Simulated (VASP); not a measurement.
# Si2As (Pnnm) in VASP: relaxation of cell and atoms with PBE

Aim: the relaxation of cell and atoms of Si2As with PBE.

Everything below comes from runs of VASP 6.6.1. Logs are shortened: lines on timing, memory, paths and dates and some standing lists are left out, and cuts for length are marked.

## 1. The cell of the first run

Symmetry: Pnnm, No. 58, orthorhombic system. Conventional cell: a = 5.152 Å, b = 6.390 Å, c = 3.544 Å, α = 90.00°, β = 90.00°, γ = 90.00°. Within 3.1 Å of Si (site symmetry m) lie 1 Si at 2.35 Å and 3 As at 2.57 to 2.58 Å. As (site symmetry 2/m) has 6 Si at 2.57 to 2.58 Å within 3.4 Å.

## 2. Relaxation of cell and atoms, PBE

INCAR reads:

```
PREC = Accurate
ENCUT = 600
EDIFF = 1E-6
ISMEAR = 0
SIGMA = 0.1
LREAL = False
LASPH = True
NELM = 80
ALGO = Normal
ISIF = 3
LWAVE = False
LCHARG = False
GGA = PE
IBRION = 2
NSW = 100
EDIFFG = -0.01
```

KPOINTS reads:

```
Automatic mesh
0
Gamma
  8 6 10
```

POSCAR reads:

```
Si2As
1.0
    5.1516789906      0.0000000000      0.0000000000
    0.0000000000      6.3896129549      0.0000000000
    0.0000000000      0.0000000000      3.5440984408
Si As
4 2
Direct
    0.1723061471      0.3794048165      0.0000000000
    0.8276938529      0.6205951835      0.0000000000
    0.6723061471      0.1205951835      0.5000000000
    0.3276938529      0.8794048165      0.5000000000
    0.0000000000      0.0000000000      0.0000000000
    0.5000000000      0.5000000000      0.5000000000
```

Potentials or basis: VASP PAW PBE potentials, release 64 (Si, As).

Started as:

```bash
$ cat potpaw_PBE.64/Si/POTCAR potpaw_PBE.64/As/POTCAR > POTCAR
$ mpirun -np 1 vasp_std > vasp.out
```

OUTCAR:

```text
PREC = Accurate
   ENCUT = 600
   EDIFF = 1E-6
   ISMEAR = 0
   LREAL = False
   LASPH = True
   NELM = 80
   ISIF = 3
   GGA = PE
   IBRION = 2
   NSW = 100
   EDIFFG = -0.01

 ion  position               nearest neighbor table
   1  0.172  0.379  0.000-   2 2.35   6 2.57   6 2.57   5 2.58
   2  0.828  0.621  0.000-   1 2.35   6 2.57   6 2.57   5 2.58
   3  0.672  0.121  0.500-   4 2.35   5 2.57   5 2.57   6 2.58
   4  0.328  0.879  0.500-   3 2.35   5 2.57   5 2.57   6 2.58
   5  0.000  0.000  0.000-   3 2.57   4 2.57   3 2.57   4 2.57   1 2.58   2 2.58
   6  0.500  0.500  0.500-   1 2.57   2 2.57   1 2.57   2 2.57   3 2.58   4 2.58

  LATTYP: Found a simple orthorhombic cell.
 ALAT       =     3.5440984408
 B/A-ratio  =     1.4535936506
 C/A-ratio  =     1.8028881143

  Lattice vectors:

 A1 = (   0.0000000000,   0.0000000000,   3.5440984408)
 A2 = (   5.1516789906,   0.0000000000,   0.0000000000)
 A3 = (   0.0000000000,   6.3896129549,   0.0000000000)

Analysis of symmetry for initial positions (statically):
=====================================================================
 Subroutine PRICEL returns:
 Original cell was already a primitive cell.

 Routine SETGRP: Setting up the symmetry group for a
 simple orthorhombic supercell.

 Subroutine GETGRP returns: Found  8 space group operations
 (whereof  4 operations were pure point group operations)
 out of a pool of  8 trial point group operations.

The static configuration has the point symmetry C_2h.
 The point group associated with its full space group is D_2h.

Analysis of symmetry for dynamics (positions and initial velocities):
=====================================================================
 Subroutine PRICEL returns:
 Original cell was already a primitive cell.

 Routine SETGRP: Setting up the symmetry group for a
 simple orthorhombic supercell.

 Subroutine GETGRP returns: Found  8 space group operations
 (whereof  4 operations were pure point group operations)
 out of a pool of  8 trial point group operations.

The dynamic configuration has the point symmetry C_2h.
 The point group associated with its full space group is D_2h.

 Subroutine INISYM returns: Found  8 space group operations
 (whereof  4 operations are pure point group operations),
 and found     1 'primitive' translations

----------------------------------------------------------------------------------------
[... 119 lines left out ...]
   IMIX   =      4    mixing-type and parameters
     AMIX     =   0.40;   BMIX     =  1.00
     AMIX_MAG =   1.60;   BMIX_MAG =  1.00
  volume/ion in A,a.u.               =      19.44       131.21
  Fermi-wavevector in a.u.,A,eV,Ry     =   0.992559  1.875664 13.404092  0.985173
  Thomas-Fermi vector in A             =   2.124379
   LORBIT       =      0    0 simple, 1 ext, 2 COOP (PROOUT), +10 PAW based schemes
   GGA     = PE    functional components
   LHFCALC =     F    Hartree Fock is set to
   AEXX    =    0.0000 exact exchange contribution
   IVDW    =     0    specifies the selected vdW correction
   LEPSILON=     F    determine dielectric tensor
   LRPA    =     F    only Hartree local field effects (RPA)
 conjugate gradient relaxation of ions
 non-spin polarized calculation
 Gauss-broadening in eV      SIGMA  =   0.10
  energy-cutoff  :      600.00
  volume of cell :      116.66
 maximum number of plane-waves:      3928
 NGX is ok and might be reduce to    42
   NGX = 21   NGY = 25   NGZ = 15

--------------------------------------- Ionic step        1  -------------------------------------------

 number of electron      26.0000003 magnetization

 Free energy of the ion-electron system (eV)
  ---------------------------------------------------
  ext. energy  EPLUGINS =         0.00000000
  ---------------------------------------------------
  free energy    TOTEN  =       -28.26113537 eV

  energy without entropy =      -28.24897794  energy(sigma->0) =      -28.25505666

------------------------ aborting loop because EDIFF is reached ----------------------------------------

  FORCE on cell =-STRESS in cart. coord.  units (eV):
  Direction    XX          YY          ZZ          XY          YZ          ZX
  --------------------------------------------------------------------------------------
  -------------------------------------------------------------------------------------
  Total        0.5515160      0.9516144     -1.1061834      0.0000000      0.0000000      0.0000000
  in kB        7.5742492     13.0690036    -15.1917776      0.0000000      0.0000000      0.0000000
  external PRESSURE =       1.8171584 kB  Pullay stress =       0.0000000 kB
[... 101 lines left out ...]
  FREE ENERGIE OF THE ION-ELECTRON SYSTEM (eV)
  ---------------------------------------------------
  free  energy   TOTEN  =       -28.2737609678 eV

  energy  without entropy=      -28.2623408929  energy(sigma->0) =      -28.26805093

[... ionic steps 4 to 8 ...]

--------------------------------------- Ionic step        9  -------------------------------------------

 number of electron      26.0000000 magnetization

------------------------ aborting loop because EDIFF is reached ----------------------------------------
[... 75 lines left out ...]
--------------------------------------- Ionic step       11  -------------------------------------------

 number of electron      26.0000000 magnetization

 Free energy of the ion-electron system (eV)
  ---------------------------------------------------
  ext. energy  EPLUGINS =         0.00000000
  ---------------------------------------------------
  free energy    TOTEN  =       -28.27854023 eV

  energy without entropy =      -28.26799110  energy(sigma->0) =      -28.27326566

 E-fermi :   6.4912     XC(G=0): -10.0502

 val. band max:        6.4870835736   @ k =   0.3750   0.0000   0.2000
 cond. band min:       6.5179478281   @ k =   0.5000   0.3333   0.2000
 fundamental gap:      0.0308642546
 Fermi energy:         6.4911714356

 k-point     1 :       0.0000    0.0000    0.0000
  band No.  band energies     occupation
      1      -7.4378      2.00000
      2      -5.8649      2.00000
      3      -2.1087      2.00000
      4      -1.3912      2.00000
      5      -1.1197      2.00000
      6       0.1502      2.00000
[... 457 lines left out ...]
      4      -2.3737      2.00000
      5      -0.7930      2.00000
      6       0.1402      2.00000
[... 9 lines left out ...]
     16       8.5510      0.00000
     17       9.1099      0.00000

 [... further k-points ...]
[... 5 lines left out ...]
  --------------------------------------------------------------------------------------
  -------------------------------------------------------------------------------------
  Total        0.0062893      0.0114755      0.0129495      0.0000000      0.0000000      0.0000000
  in kB        0.0868469      0.1584611      0.1788145      0.0000000      0.0000000      0.0000000
  external PRESSURE =       0.1413742 kB  Pullay stress =       0.0000000 kB
[... 21 lines left out ...]
  FREE ENERGIE OF THE ION-ELECTRON SYSTEM (eV)
  ---------------------------------------------------
  free  energy   TOTEN  =       -28.2785402261 eV

  energy  without entropy=      -28.2679910974  energy(sigma->0) =      -28.27326566

 reached required accuracy - stopping structural energy minimisation
```

CONTCAR:

```text
Si2As
   1.00000000000000
     5.1503239720264800   -0.0000000000000000    0.0000000000000000
    -0.0000000000000000    6.4671315882116884    0.0000000000000000
     0.0000000000000000    0.0000000000000000    3.4834801786403613
  Si              As
     4     2
Direct
     0.1701512200376529    0.3769499510760951    0.0000000000000000
     0.8298487799623473    0.6230500489239048    1.0000000000000000
     0.6701512200376527    0.1230500489239049    0.5000000000000000
     0.3298487799623471    0.8769499510760952    0.5000000000000000
     0.0000000000000000    0.0000000000000000    0.0000000000000000
     0.5000000000000000    0.5000000000000000    0.5000000000000000

  0.00000000E+00  0.00000000E+00  0.00000000E+00
  0.00000000E+00  0.00000000E+00  0.00000000E+00
  0.00000000E+00  0.00000000E+00  0.00000000E+00
  0.00000000E+00  0.00000000E+00  0.00000000E+00
  0.00000000E+00  0.00000000E+00  0.00000000E+00
  0.00000000E+00  0.00000000E+00  0.00000000E+00
```

Run time: 22 min. Hardware: 1 thread of Intel Xeon 8259CL, shared host; peak memory 0.45 GiB.

Results:

```
Free energy                           : -28.2785 eV
Relaxed volume                        : 19.34 Å³/atom
Relaxed cell                          : a = 5.150 Å, b = 6.467 Å, c = 3.483 Å, α = 90.00°, β = 90.00°, γ = 90.00°
Space group after relaxing (to 0.1 Å) : Pnnm (No. 58)
Energy gained by relaxing             : 2.9 meV/atom
Ionic steps                           : 11
Pressure after relaxing               : 0.0 GPa
Band gap on the k mesh                : zero (bands 13 and 14 overlap by 3.78 eV)
```

The path:
```
step  energy change (eV)  largest force (eV/Å)  pressure (GPa)  volume (Å³)
   1              0.0000                0.1006            0.18       116.66
   2             -0.0124                0.0730           -0.35       117.03
   3             -0.0126                0.0899           -0.43       117.08
   4             -0.0154                0.0748            0.00       116.25
   5             -0.0156                0.0702            0.17       115.93
   6             -0.0167                0.0328            0.07       116.05
   7             -0.0169                0.0284           -0.01       116.14
   8             -0.0172                0.0157           -0.03       116.14
   9             -0.0174                0.0030           -0.06       116.13
  10             -0.0174                0.0038            0.08       115.92
  11             -0.0174                0.0005            0.01       116.03
```

Final structure:
```xyz
6
Lattice="5.1503 0.0000 0.0000 0.0000 6.4671 0.0000 0.0000 0.0000 3.4835" Properties=species:S:1:pos:R:3 pbc="T T T"
Si    0.8763    2.4378    0.0000
Si    4.2740    4.0293    3.4835
Si    3.4515    0.7958    1.7417
Si    1.6988    5.6714    1.7417
As    0.0000    0.0000    0.0000
As    2.5752    3.2336    1.7417
```

The gap in the log of VASP goes by the Fermi energy; the results here count the filled bands.